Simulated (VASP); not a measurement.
A run of VASP 6.6.1 is set up as follows.

The input INCAR:

```
SYSTEM = CaS
  PREC = Accurate
  ENCUT = 500
  EDIFF = 1E-6
  ISMEAR = -1
  SIGMA = 0.1
  LREAL = .False.
  LASPH = .True.
  NELM = 120
  ALGO = Normal
  ISIF = 2
  LWAVE = .False.
  LCHARG = .False.
  GGA = PE
  NBANDS = 15
  GGA_COMPAT = .False.
```

KPOINTS

```
regular mesh
0
Gamma
  6 6 6
  0 0 0
```

File POSCAR:

```
CaS
1.0
    0.0000000000      2.8560369730      2.8560369730
    2.8560369730      0.0000000000      2.8560369730
    2.8560369730      2.8560369730      0.0000000000
Ca S
1 1
Direct
    0.0000000000      0.0000000000      0.0000000000
    0.5000000000      0.5000000000      0.5000000000
```

Potentials or basis: VASP PAW PBE potentials, release 64 (Ca_sv, S).

Launch:

```console
$ cat potpaw_PBE.64/Ca_sv/POTCAR potpaw_PBE.64/S/POTCAR > POTCAR
$ mpirun -np 1 vasp_std > vasp.out
```

Q: Predict the pressure.

A: 0.1 GPa.

Q: What does it give for the band gap on the k mesh?

A: 2.38 eV, indirect (least direct gap 3.18 eV).

A k mesh can miss the band edges. PBE gaps usually lie below the measured ones, often by a third to a half.
